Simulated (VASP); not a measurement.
Here is a VASP 6.6.1 calculation.

The input INCAR:

```
SYSTEM = FeRu
PREC     = Accurate       ! precision mode
ENCUT    = 520            ! plane-wave cutoff, eV
EDIFF    = 1E-6           ! SCF threshold, eV
ISMEAR   = -1             ! smearing method
SIGMA    = 0.05           ! smearing width, eV
LREAL    = .False.        ! projectors in reciprocal space
LASPH    = .True.         ! aspherical terms in the spheres
NELM     = 60             ! most SCF steps
ALGO     = Normal         ! electronic algorithm
ISIF     = 2              ! what is computed and relaxed
LWAVE    = .False.        ! write WAVECAR
LCHARG   = .True.         ! write CHGCAR
GGA      = CA             ! functional
LELF     = .True.         ! ELF
LVHAR    = .True.       
NBANDS   = 18             ! bands
```

KPOINTS

```
Automatic mesh
0
Gamma
  12 12 7
  0 0 0
```

Contents of POSCAR:

```
FeRu
1.0
    2.3465539571      0.0000000000      0.0000000000
   -1.1732769785      2.0321753382      0.0000000000
    0.0000000000      0.0000000000      3.6139708413
Fe Ru
1 1
Direct
    0.0000000000      0.0000000000      0.5000000000
    0.6666666667      0.3333333333      0.0000000000
```

Potentials or basis: VASP PAW LDA potentials, release 64 (Fe, Ru_pv).

Run with:

```console
$ cat potpaw_LDA.64/Fe/POTCAR potpaw_LDA.64/Ru_pv/POTCAR > POTCAR
$ mpirun -np 1 vasp_std > vasp.out
```

Task: Estimate the pressure.

Result: 197.6 GPa.

Task: Predict the band gap on the k mesh.

Result: Zero (bands 11 and 12 overlap by 3.27 eV).

Stress tensor (GPa, compression positive):
```
194.88   0.00   0.00
  0.00 194.88   0.00
  0.00   0.00 202.96
```

Caveat: the cell stands under pressure; the run has no spin polarisation, though such a crystal can be magnetic. Spin polarisation is off, so any magnetic state and its effect on volume and gap are missing.
